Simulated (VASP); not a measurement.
Crystal: SnO.

```
Sn O
1.0
     2.89188    0.00000    0.00000
    -1.44594    2.50444    0.00000
     0.00000    0.00000    4.71376
Sn O
2 2
Direct
  0.00000 0.00000 0.00000
  0.00000 0.00000 0.50000
  0.33333 0.66667 0.25000
  0.66667 0.33333 0.75000
```

- Program: VASP 6.6.1
- Task: relaxation of cell and atoms
- Functional: PBEsol
- Potentials or basis: VASP PAW PBE potentials, release 64 (Sn_d, O)
- Cutoff: 600 eV
- k mesh: 9 × 9 × 4
- Occupations: fermi-dirac, width 0.03 eV
- Spin: no spin polarisation

At the start: pressure 282.7 GPa; volume 8.53 Å³/atom.

Task: How do energy, volume and symmetry change on relaxing?

Result: Over 13 steps the energy falls by 3885.5 meV/atom and the volume is 15.55 Å³/atom (+82.2 %); space group P6_3/mmc (No. 194, to 0.05 Å).

Step by step:
```
step  energy change (eV)  largest force (eV/Å)  pressure (GPa)  volume (Å³)
   1              0.0000                0.0000          282.72        34.14
   2             10.3788                0.0000          -52.19       174.81
   3            -14.3784                0.0000          -21.59        77.72
   4            -15.2386                0.0000          -12.22        69.79
   5            -15.5100                0.0000            0.35        62.91
   6            -15.5091                0.0000           -1.23        63.61
   7            -15.5261                0.0000           -1.28        63.40
   8            -15.5381                0.0000           -1.50        63.05
   9            -15.5366                0.0000            1.95        61.51
  10            -15.5414                0.0000            0.01        62.34
  11            -15.5414                0.0000            0.08        62.33
  12            -15.5417                0.0000            0.05        62.28
  13            -15.5418                0.0000            0.03        62.21
```

Final structure:
```cif
data_structure
_symmetry_space_group_name_H-M 'P 1'
_symmetry_Int_Tables_number 1
_cell_length_a 3.4061
_cell_length_b 3.4061
_cell_length_c 6.1914
_cell_angle_alpha 90.000
_cell_angle_beta 90.000
_cell_angle_gamma 120.000
_cell_volume 62.21
loop_
_atom_site_label
_atom_site_type_symbol
_atom_site_fract_x
_atom_site_fract_y
_atom_site_fract_z
_atom_site_occupancy
Sn1 Sn 0.00000 0.00000 0.00000 1
Sn2 Sn 0.00000 0.00000 0.50000 1
O1 O 0.33333 0.66667 0.25000 1
O2 O 0.66667 0.33333 0.75000 1
```

Caveat: the volume moved by over 15 % at a fixed basis, so the end points are rough; the PAW data sets were made with another functional, which shifts forces and pressure a little.
